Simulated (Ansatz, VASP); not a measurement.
**Ba: VASP beside Ansatz**

```
CELL_PARAMETERS angstrom
0.00000 3.08113 3.08113
3.08113 0.00000 3.08113
3.08113 3.08113 0.00000
ATOMIC_POSITIONS crystal
Ba 0.50000 0.50000 0.50000
```

Alike in both runs: functional PBEsol; k mesh 12 × 12 × 12; occupations gaussian, width 0.1 eV; no spin polarisation.

Ansatz relaxed the structure, and its values are those at the end. VASP's run is a single point on that final structure, the one shown.

|  | VASP | Ansatz |
| --- | --- | --- |
| version | VASP 6.6.1 | Ansatz 0.2.0 |
| potentials or method | VASP PAW PBE potentials, release 64 (Ba_sv), cutoff 500 eV | scalar-relativistic, plane waves, PAW |
| valence electrons in the cell | 10 | 10 |

Ansatz gave:

* gap on the k mesh at the Fermi level (eV): none
* pressure (GPa): 0.0

Question: What did VASP give for the same quantities?

Answer: gap on the k mesh at the Fermi level (eV): none; pressure (GPa): 0.1.

VASP's potentials were made for PBE, not for PBEsol. A gap of «none» marks a metal or a gap that the smearing closes.

Spin-orbit coupling is off throughout.
